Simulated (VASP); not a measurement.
Input of a VASP 6.6.1 run:

Contents of INCAR:

```
SYSTEM = WC
ALGO = Normal
EDIFF = 1E-6
ENCUT = 520
GGA = PE
ISIF = 2
ISMEAR = -1
LASPH = .True.
LCHARG = .False.
LREAL = .False.
LWAVE = .False.
NBANDS = 16
NELM = 80
PREC = Accurate
SIGMA = 0.06
```

Contents of KPOINTS:

```
k-points
0
Gamma
  7 7 6
  0 0 0
```

The input POSCAR:

```
WC
1.0
    2.9065000000      0.0000000000      0.0000000000
   -1.4532500000      2.5171028361      0.0000000000
    0.0000000000      0.0000000000      2.8366000000
W C
1 1
Direct
    0.0000000000      0.0000000000      0.0000000000
    0.6666666667      0.3333333333      0.5000000000
```

Potentials or basis: VASP PAW PBE potentials, release 64 (W_sv, C).

Run with:

```sh
$ cat potpaw_PBE.64/W_sv/POTCAR potpaw_PBE.64/C/POTCAR > POTCAR
$ mpirun -np 1 vasp_std > vasp.out
```

Question: What does it give for the pressure?

Answer: 7.1 GPa.

Question: Estimate the band gap on the k mesh.

Answer: Zero (band 9 reaches 11.40 eV, above the bottom of band 10 at 10.50 eV).

Stress tensor (GPa, compression positive):
```
7.50 0.00 0.00
0.00 7.50 0.00
0.00 0.00 6.41
```

Caveat: the k points lie up to 0.37 Å⁻¹ apart; spin-orbit coupling is left out, which moves the levels of the heavy elements.
